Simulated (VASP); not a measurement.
Here is a VASP 6.6.1 calculation.

The input INCAR:

```
SYSTEM = NiO
PREC = Accurate ; ENCUT = 700
EDIFF = 1E-6 ; ISMEAR = 0
SIGMA = 0.05 ; LREAL = .FALSE.
LASPH = .TRUE. ; NELM = 200
ALGO = Normal ; ISIF = 2
LWAVE = .FALSE. ; LCHARG = .FALSE.
ISPIN = 2 ; MAGMOM = 1.5 1.5 0.09 0.09
LORBIT = 11 ; NUPDOWN = 3.0
LMAXMIX = 4 ; LDAU = .TRUE.
LDAUTYPE = 1 ; LDAUL = 2 -1
LDAUU = 5 0 ; LDAUJ = 0.9 0
LDAUPRINT = 1 ; NBANDS = 36
GGA_COMPAT = .FALSE.
```

File KPOINTS:

```
Automatic mesh
0
G
  8 8 8
  0 0 0
```

POSCAR

```
NiO
1.0
    0.0000000000      2.0913095100      2.0913095100
    2.0913095100      0.0000000000      2.0913095100
    4.1826190200      4.1826190200      0.0000000000
Ni O
2 2
Direct
    0.0000000000      0.0000000000      0.0000000000
    0.0000000000      0.0000000000      0.5000000000
    0.5000000000      0.5000000000      0.2500000000
    0.5000000000      0.5000000000      0.7500000000
```

Potentials or basis: VASP PAW LDA potentials, release 64 (Ni_sv_GW, O).

Launch:

```sh
$ cat potpaw_LDA.64/Ni_sv_GW/POTCAR potpaw_LDA.64/O/POTCAR > POTCAR
$ mpirun -np 1 vasp_std > vasp.out
```

(1) Predict the pressure.

Results:

(1) -14.1 GPa.

Caveat: the cell stands under tension; the total moment is fixed, so each spin has its own Fermi level and the state may be an excited one.
